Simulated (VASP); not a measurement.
Here is a VASP 6.6.1 calculation.

INCAR

```
PREC     = Accurate       # precision mode
ENCUT    = 520            # plane-wave cutoff, eV
EDIFF    = 1E-8           # SCF threshold, eV
ISMEAR   = -1             # smearing method
SIGMA    = 0.02           # smearing width, eV
LREAL    = F              # projectors in reciprocal space
LASPH    = T              # aspherical terms in the spheres
NELM     = 80             # most SCF steps
ALGO     = Normal         # electronic algorithm
ISIF     = 2              # what is computed and relaxed
LWAVE    = F              # write WAVECAR
LCHARG   = F              # write CHGCAR
GGA      = PE             # functional
LEFG     = T            
NBANDS   = 11             # bands
```

KPOINTS

```
regular mesh
0
Gamma
  9 9 9
```

POSCAR

```
NaH
1.0
    0.0000000000      2.3906138227      2.3906138227
    2.3906138227      0.0000000000      2.3906138227
    2.3906138227      2.3906138227      0.0000000000
Na H
1 1
Direct
    0.0000000000      0.0000000000      0.0000000000
    0.5000000000      0.5000000000      0.5000000000
```

Potentials or basis: VASP PAW PBE potentials, release 64 (Na_pv, H).

Launch:

```bash
$ cat potpaw_PBE.64/Na_pv/POTCAR potpaw_PBE.64/H/POTCAR > POTCAR
$ mpirun -np 1 vasp_std > vasp.out
```

Q: What does it give for the pressure?

A: 0.7 GPa.

Q: Predict the band gap on the k mesh.

A: 4.13 eV, indirect (least direct gap 4.84 eV).

Caveat: without QUAD_EFG the Cq values of the log hold for a quadrupole moment of 1 mb, not for the nuclei. A k mesh can miss the band edges.
